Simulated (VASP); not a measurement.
Runs of VASP 6.6.1 on PbS. The structure is that of space group C2/m (No. 12), or close to it. The cells are those of the table. 

| cell | gap on the mesh (eV) | largest force (eV/Å) |
| --- | --- | --- |
| a = 6.342, b = 6.342, c = 4.779 Å, angles 90.0, 90.0, 141.7°, 4 atoms | 1.14 | 0.41 |
| a = 6.342, b = 6.342, c = 5.279 Å, angles 90.0, 90.0, 141.7°, 4 atoms | 1.04 | (b) |
| a = 6.342, b = 6.342, c = 6.279 Å, angles 90.0, 90.0, 141.7°, 4 atoms | 1.15 | (a) |
| a = 6.342, b = 6.342, c = 8.279 Å, angles 90.0, 90.0, 141.7°, 4 atoms | 1.14 | 1.70 |

Alike in all rows: task single point; level LDA; potentials or basis VASP PAW LDA potentials, release 64 (Pb_d, S); no spin polarisation; k mesh 4 × 4 × 3; cutoff (eV) 400; smearing fermi-dirac 0.2 eV.

Question: Fill in the values left out.

Answer: (a) 1.46; (b) 0.87.

Caveats: some runs use coarse meshes; spin-orbit coupling is left out, which moves the levels of the heavy elements.

A k mesh can miss the band edges, and the runs leave out spin-orbit coupling on Pb.
